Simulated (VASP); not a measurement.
# KRu4 (I4/mmm) in VASP: single point with PBE

Aim: the single point of KRu4 with PBE.

Everything below comes from runs of VASP 6.6.1. Logs are shortened: lines on timing, memory, paths and dates and some standing lists are left out, and cuts for length are marked.

## (1) The cell of the first run

It takes space group I4/mmm (No. 139, tetragonal). Conventional cell: a = 4.379 Å, b = 4.379 Å, c = 9.840 Å, α = 90.00°, β = 90.00°, γ = 90.00°. Within 4.4 Å of K (site symmetry 4/mmm) lie 18 Ru at 3.29 to 3.64 Å and 4 K at 4.38 Å. Ru (site symmetry -4m2) has 8 Ru at 2.49 to 3.10 Å and 4 K at 3.29 Å within 3.3 Å. Within 3.4 Å of Ru (site symmetry 4mm) lie 5 Ru at 2.49 to 2.57 Å and 4 K at 3.35 Å.

The cell was built from a structure type or drawn by symmetry, and may not be a known phase.

## (2) Single point, PBE, collinear spin, ferromagnetic start

INCAR

```
SYSTEM = KRu4
PREC = Accurate
ENCUT = 520
EDIFF = 1E-7
ISMEAR = 0
SIGMA = 0.1
LREAL = .False.
LASPH = .True.
NELM = 150
ALGO = Normal
ISIF = 2
LWAVE = .False.
LCHARG = .True.
ISPIN = 2
MAGMOM = 0 1 1 1 1
LORBIT = 11
LMAXMIX = 4
GGA = PE
LELF = .True.
LVHAR = .True.
NBANDS = 44
```

KPOINTS

```
regular mesh
0
Gamma
  6 6 6
  0 0 0
```

POSCAR

```
KRu4
1.0
   -2.1896073326      2.1896073326      4.9200363869
    2.1896073326     -2.1896073326      4.9200363869
    2.1896073326      2.1896073326     -4.9200363869
K Ru
1 4
Direct
    0.0000000000      0.0000000000      0.0000000000
    0.2500000000      0.7500000000      0.5000000000
    0.7500000000      0.2500000000      0.5000000000
    0.3695419247      0.3695419247      0.0000000000
    0.6304580753      0.6304580753      0.0000000000
```

Potentials or basis: VASP PAW PBE potentials, release 64 (K_sv, Ru_pv).

Launch:

```console
$ cat potpaw_PBE.64/K_sv/POTCAR potpaw_PBE.64/Ru_pv/POTCAR > POTCAR
$ mpirun -np 1 vasp_std > vasp.out
```

OUTCAR:

```text
SYSTEM = KRu4
   PREC = Accurate
   ENCUT = 520
   EDIFF = 1E-7
   ISMEAR = 0
   LREAL = .False.
   LASPH = .True.
   NELM = 150
   ISIF = 2
   ISPIN = 2
   LORBIT = 11
   GGA = PE

 ion  position               nearest neighbor table
   1  0.000  0.000  0.000-   2 3.29   3 3.29   2 3.29   3 3.29   3 3.29   2 3.29   3 3.29   2 3.29
                             5 3.35   4 3.35   5 3.35   4 3.35   5 3.35   4 3.35   5 3.35   4 3.35
   2  0.250  0.750  0.500-   4 2.49   5 2.49   4 2.49   5 2.49   3 3.10   3 3.10   3 3.10   3 3.10
                             1 3.29   1 3.29   1 3.29   1 3.29
   3  0.750  0.250  0.500-   4 2.49   5 2.49   4 2.49   5 2.49   2 3.10   2 3.10   2 3.10   2 3.10
                             1 3.29   1 3.29   1 3.29   1 3.29
   4  0.370  0.370  0.000-   2 2.49   3 2.49   2 2.49   3 2.49   5 2.57   1 3.35   1 3.35   1 3.35
                             1 3.35
   5  0.630  0.630  0.000-   2 2.49   3 2.49   2 2.49   3 2.49   4 2.57   1 3.35   1 3.35   1 3.35
                             1 3.35

  LATTYP: Found a body centered tetragonal cell.
 ALAT       =     4.3792146652
 C/A-ratio  =     2.2469948441

  Lattice vectors:

 A1 = (  -2.1896073326,   2.1896073326,   4.9200363869)
 A2 = (   2.1896073326,  -2.1896073326,   4.9200363869)
 A3 = (   2.1896073326,   2.1896073326,  -4.9200363869)

Analysis of symmetry for initial positions (statically):
=====================================================================
 Subroutine PRICEL returns:
 Original cell was already a primitive cell.

 Routine SETGRP: Setting up the symmetry group for a
 body centered tetragonal supercell.

 Subroutine GETGRP returns: Found 16 space group operations
 (whereof 16 operations were pure point group operations)
 out of a pool of 16 trial point group operations.

The static configuration has the point symmetry D_4h.

Analysis of symmetry for dynamics (positions and initial velocities):
=====================================================================
 Subroutine PRICEL returns:
 Original cell was already a primitive cell.

 Routine SETGRP: Setting up the symmetry group for a
 body centered tetragonal supercell.

 Subroutine GETGRP returns: Found 16 space group operations
 (whereof 16 operations were pure point group operations)
 out of a pool of 16 trial point group operations.

The dynamic configuration has the point symmetry D_4h.

Analysis of structural, dynamic, and magnetic symmetry:
=====================================================================
 Subroutine PRICEL returns:
 Original cell was already a primitive cell.

 Routine SETGRP: Setting up the symmetry group for a
 body centered tetragonal supercell.

 Subroutine GETGRP returns: Found 16 space group operations
 (whereof 16 operations were pure point group operations)
 out of a pool of 16 trial point group operations.

The overall configuration has the point symmetry D_4h.

 Subroutine INISYM returns: Found 16 space group operations
 (whereof 16 operations are pure point group operations),
 and found     1 'primitive' translations

----------------------------------------------------------------------------------------

                                     Primitive cell

  volume of cell :      94.3541

  direct lattice vectors                    reciprocal lattice vectors
    -2.189607333  2.189607333  4.920036387     0.000000000  0.228351446  0.101625265
     2.189607333 -2.189607333  4.920036387     0.228351446  0.000000000  0.101625265
     2.189607333  2.189607333 -4.920036387     0.228351446  0.228351446  0.000000000

  length of vectors
     5.813391316  5.813391316  5.813391316     0.249944148  0.249944148  0.322937712

  position of ions in fractional coordinates (direct lattice)
     0.000000000  0.000000000  0.000000000
     0.250000000  0.750000000  0.500000000
     0.750000000  0.250000000  0.500000000
     0.369541925  0.369541925  0.000000000
     0.630458075  0.630458075  0.000000000

  ion indices of the primitive-cell ions
   primitive index   ion index
                 1           1
                 2           2
                 3           3
                 4           4
                 5           5

----------------------------------------------------------------------------------------

 KPOINTS: regular mesh

Automatic generation of k-mesh.
 Grid dimensions read from file:
 generate k-points for:    6    6    6

 Generating k-lattice:

  Cartesian coordinates                     Fractional coordinates (reciprocal lattice)
     0.000000000  0.038058574  0.016937544     0.166666667  0.000000000  0.000000000
     0.038058574  0.000000000  0.016937544     0.000000000  0.166666667  0.000000000
     0.038058574  0.038058574  0.000000000     0.000000000  0.000000000  0.166666667

  Length of vectors
     0.041657358  0.041657358  0.053822952

  Shift w.r.t. Gamma in fractional coordinates (k-lattice)
     0.000000000  0.000000000  0.000000000

 Subroutine IBZKPT returns following result:
 ===========================================

 Found     30 irreducible k-points:

 Following reciprocal coordinates:
            Coordinates               Weight
  0.000000  0.000000  0.000000      1.000000
  0.166667 -0.000000  0.000000      8.000000
  0.333333  0.000000  0.000000      8.000000
  0.500000  0.000000  0.000000      4.000000
  0.166667  0.166667  0.000000      8.000000
  0.333333  0.166667  0.000000     16.000000
[... 16 lines left out ...]
 -0.333333 -0.333333  0.166667      8.000000
 -0.166667 -0.333333  0.166667      8.000000
 [... further k-points ...]
   k-points           NKPTS =     30   k-points in BZ     NKDIM =     30   number of bands    NBANDS=     44
   number of dos      NEDOS =    301   number of ions     NIONS =      5
   total plane-waves  NPLWV = 110592
   dimension x,y,z NGX =    48 NGY =   48 NGZ =   48
   dimension x,y,z NGXF=    96 NGYF=   96 NGZF=   96
   ions per type =               1   4
   NGX,Y,Z   is equivalent  to a cutoff of  13.73, 13.73, 13.73 a.u.
   NGXF,Y,Z  is equivalent  to a cutoff of  27.45, 27.45, 27.45 a.u.
 SYSTEM =  KRu4
   PREC   = accura    normal or accurate (medium, high low for compatibility)
   ISTART =      0    job   : 0-new  1-cont  2-samecut
   ICHARG =      2    charge: 1-file 2-atom 10-const
   ISPIN  =      2    spin polarized calculation?
   LNONCOLLINEAR =      F non collinear calculations
   LSORBIT =      F    spin-orbit coupling
   LASPH  =      T    aspherical Exc in radial PAW
   ENCUT  =  520.0 eV  38.22 Ry    6.18 a.u.  10.81 10.81 10.81*2*pi/ulx,y,z
   NELM   =    150;   NELMIN=  2; NELMDL= -5     # of ELM steps
   EDIFF  = 0.1E-06   stopping-criterion for ELM
   LREAL  =      F    real-space projection
   EDIFFG = 0.1E-05   stopping-criterion for IOM
   NSW    =      0    number of steps for IOM
   IBRION =     -1    ionic relax: 0-MD 1-quasi-New 2-CG
   NFREE  =      0    steps in history (QN), initial steepest desc. (CG)
   ISIF   =      2    stress and relaxation
   ISYM   =      2    0-nonsym 1-usesym 2-fastsym
   POTIM  = 0.5000    time-step for ionic-motion
   TEBEG  =    0.0;   TEEND  =   0.0 temperature during run
   PSTRESS=    0.0 pullay stress
   NELECT =      65.0000    total number of electrons
   NUPDOWN=      -1.0000    fix difference up-down
   EMIN   =  10.00;   EMAX   =-10.00  energy-range for DOS
   EFERMI =   0.00;   METHOD = LEGACY
   ISMEAR =     0;   SIGMA  =   0.10  broadening in eV -4-tet -1-fermi 0-gaus
   EFERMI_NEDOS =   21; number of points for ismear=-14 and -15
   IALGO  =     38    algorithm
   IMIX   =      4    mixing-type and parameters
     AMIX     =   0.40;   BMIX     =  1.00
     AMIX_MAG =   1.60;   BMIX_MAG =  1.00
  volume/ion in A,a.u.               =      18.87       127.35
  Fermi-wavevector in a.u.,A,eV,Ry     =   1.445858  2.732276 28.443058  2.090506
  Thomas-Fermi vector in A             =   2.563992
   LORBIT       =     11    0 simple, 1 ext, 2 COOP (PROOUT), +10 PAW based schemes
   GGA     = PE    functional components
   LHFCALC =     F    Hartree Fock is set to
   AEXX    =    0.0000 exact exchange contribution
   IVDW    =     0    specifies the selected vdW correction
   LEPSILON=     F    determine dielectric tensor
   LRPA    =     F    only Hartree local field effects (RPA)
 spin polarized calculation
 Gauss-broadening in eV      SIGMA  =   0.10
  energy-cutoff  :      520.00
  volume of cell :       94.35
 maximum number of plane-waves:      2570
 NGX is ok and might be reduce to    48
   NGX = 21   NGY = 21   NGZ = 21

 number of electron      65.0000003 magnetization       0.0005698

 number of electron      65.0000003 magnetization      -0.0000612

 Free energy of the ion-electron system (eV)
  ---------------------------------------------------
  ext. energy  EPLUGINS =         0.00000000
  ---------------------------------------------------
  free energy    TOTEN  =       -33.91943555 eV

  energy without entropy =      -33.89389588  energy(sigma->0) =      -33.90666571

 E-fermi :   7.0834     XC(G=0): -11.5276

 val. band max:        7.0354269420   @ k =  -0.1667   0.3333   0.1667
 cond. band min:       7.0893468893   @ k =  -0.3333   0.5000   0.1667
 fundamental gap:      0.0539199472
 Fermi energy:         7.0834330190

 spin component 1

 k-point     1 :       0.0000    0.0000    0.0000
  band No.  band energies     occupation
      1     -36.2763      1.00000
      2     -36.2763      1.00000
      3     -36.1150      1.00000
      4     -36.1150      1.00000
      5     -35.7949      1.00000
      6     -35.6131      1.00000
[... 36 lines left out ...]
     43      15.6276      0.00000
     44      15.6277      0.00000

 k-point     2 :       0.1667   -0.0000    0.0000
  band No.  band energies     occupation
      1     -36.2654      1.00000
      2     -36.2377      1.00000
      3     -36.1252      1.00000
      4     -36.0999      1.00000
      5     -35.8089      1.00000
      6     -35.6500      1.00000
[... 36 lines left out ...]
     43      14.5478      0.00000
     44      15.2860      0.00000

 k-point     3 :       0.3333    0.0000    0.0000
  band No.  band energies     occupation
      1     -36.2361      1.00000
      2     -36.1533      1.00000
      3     -36.1374      1.00000
      4     -36.0459      1.00000
      5     -35.8785      1.00000
      6     -35.7642      1.00000
[... 976 lines left out ...]
     43      14.6577      0.00000
     44      15.0841      0.00000

 k-point    24 :      -0.1667   -0.3333    0.1667
  band No.  band energies     occupation
      1     -36.2743      1.00000
      2     -36.2493      1.00000
      3     -36.1151      1.00000
      4     -36.0843      1.00000
      5     -35.8438      1.00000
      6     -35.6060      1.00000
[... 36 lines left out ...]
     43      15.1388      0.00000
     44      15.2791      0.00000

 [... further k-points ...]

 spin component 2

 k-point     1 :       0.0000    0.0000    0.0000
  band No.  band energies     occupation
      1     -36.2763      1.00000
      2     -36.2763      1.00000
      3     -36.1150      1.00000
      4     -36.1150      1.00000
      5     -35.7949      1.00000
      6     -35.6131      1.00000
[... 36 lines left out ...]
     43      15.6276      0.00000
     44      15.6490      0.00000

 k-point     2 :       0.1667   -0.0000    0.0000
  band No.  band energies     occupation
      1     -36.2654      1.00000
      2     -36.2377      1.00000
      3     -36.1252      1.00000
      4     -36.0999      1.00000
      5     -35.8090      1.00000
      6     -35.6500      1.00000
[... 36 lines left out ...]
     43      14.5477      0.00000
     44      15.2860      0.00000

 k-point     3 :       0.3333    0.0000    0.0000
  band No.  band energies     occupation
      1     -36.2361      1.00000
      2     -36.1533      1.00000
      3     -36.1374      1.00000
      4     -36.0459      1.00000
      5     -35.8786      1.00000
      6     -35.7643      1.00000
[... 976 lines left out ...]
     43      14.6577      0.00000
     44      15.0841      0.00000

 k-point    24 :      -0.1667   -0.3333    0.1667
  band No.  band energies     occupation
      1     -36.2743      1.00000
      2     -36.2493      1.00000
      3     -36.1151      1.00000
      4     -36.0843      1.00000
      5     -35.8438      1.00000
      6     -35.6060      1.00000
[... 36 lines left out ...]
     43      15.1388      0.00000
     44      15.2791      0.00000

 [... further k-points ...]
[... 5 lines left out ...]
  --------------------------------------------------------------------------------------
  -------------------------------------------------------------------------------------
  Total        0.0800040      0.0800040      0.1154150      0.0000000      0.0000000      0.0000000
  in kB        1.3585059      1.3585059      1.9598009      0.0000000      0.0000000      0.0000000
  external PRESSURE =       1.5589376 kB  Pullay stress =       0.0000000 kB

 VOLUME and BASIS-vectors are now :
 -----------------------------------------------------------------------------
  energy-cutoff  :      520.00
  volume of cell :       94.35
      direct lattice vectors                 reciprocal lattice vectors
    -2.189607333  2.189607333  4.920036387     0.000000000  0.228351446  0.101625265
     2.189607333 -2.189607333  4.920036387     0.228351446  0.000000000  0.101625265
     2.189607333  2.189607333 -4.920036387     0.228351446  0.228351446  0.000000000

 POSITION                                       TOTAL-FORCE (eV/Angst)
 -----------------------------------------------------------------------------------
      0.00000      0.00000      0.00000        -0.000000     -0.000000     -0.000000
      2.18961     -0.00000      2.46002        -0.000000     -0.000000     -0.000000
     -0.00000      2.18961      2.46002        -0.000000     -0.000000     -0.000000
      0.00000      0.00000      3.63632        -0.000000     -0.000000      0.011905
      0.00000      0.00000      6.20375         0.000000      0.000000     -0.011905
 -----------------------------------------------------------------------------------
    total drift:                                0.000000     -0.000000      0.000000

  FREE ENERGIE OF THE ION-ELECTRON SYSTEM (eV)
  ---------------------------------------------------
  free  energy   TOTEN  =       -33.9194355537 eV

  energy  without entropy=      -33.8938958753  energy(sigma->0) =      -33.90666571

 total charge

# of ion       s       p       d       tot
------------------------------------------
    1        1.987   5.587   0.067   7.641
    2        0.407   6.195   5.998  12.599
    3        0.407   6.195   5.998  12.599
    4        0.447   6.220   5.990  12.656
    5        0.447   6.220   5.990  12.656
--------------------------------------------------
tot          3.693  30.415  24.043  58.151

 magnetization (x)

# of ion       s       p       d       tot
------------------------------------------
    1        0.000   0.000  -0.000   0.000
    2        0.000  -0.000  -0.000   0.000
    3        0.000  -0.000  -0.000   0.000
    4        0.000  -0.000  -0.000  -0.000
    5        0.000  -0.000  -0.000  -0.000
--------------------------------------------------
tot          0.000  -0.000  -0.000  -0.000
```

Run time: 13 min. Hardware: 1 thread of AMD EPYC 7R13, shared host; peak memory 0.47 GiB.

What came out:

| Item | Value |
| --- | --- |
| Free energy | -33.9194 eV |
| Pressure | 0.2 GPa |
| Largest force | 0.012 eV/Å |
| Net moment | 0.00 μB per cell |
| Valence electrons inside the program's atomic spheres | K 7.64; Ru 12.60, 12.66 (each value once) |

Forces in eV/Å, atoms in the order of the input:
```
K    0.000  0.000  0.000
Ru   0.000  0.000  0.000
Ru   0.000  0.000  0.000
Ru   0.000  0.000  0.012
Ru   0.000  0.000 -0.012
```

Levels at points of the mesh, in eV from the Fermi level:
Spin up:
```
           k point  band 30  band 31  band 32  band 33  band 34  band 35  band 36  band 37
(0.00, 0.00, 0.00)    -1.62    -1.46    -0.59    -0.59    -0.26     0.27     0.32     0.36
(0.50, 0.00, 0.00)    -1.37    -1.24     0.08     0.20     0.28     0.30     0.46     1.31
(0.50, 0.50, 0.00)    -0.30    -0.11     0.33     0.39     1.30     1.41     1.48     1.73
(0.50, 0.50, 0.50)    -0.89    -0.89    -0.32    -0.26    -0.26     0.27     0.70     0.91
```
Spin down:
```csv
k point,band 30,band 31,band 32,band 33,band 34,band 35,band 36,band 37
"(0.00, 0.00, 0.00)",-1.62,-1.46,-0.59,-0.59,-0.26,0.27,0.32,0.36
"(0.50, 0.00, 0.00)",-1.37,-1.24,0.08,0.20,0.28,0.30,0.46,1.31
"(0.50, 0.50, 0.00)",-0.30,-0.11,0.33,0.39,1.30,1.41,1.48,1.73
"(0.50, 0.50, 0.50)",-0.89,-0.89,-0.32,-0.26,-0.26,0.27,0.70,0.91
```
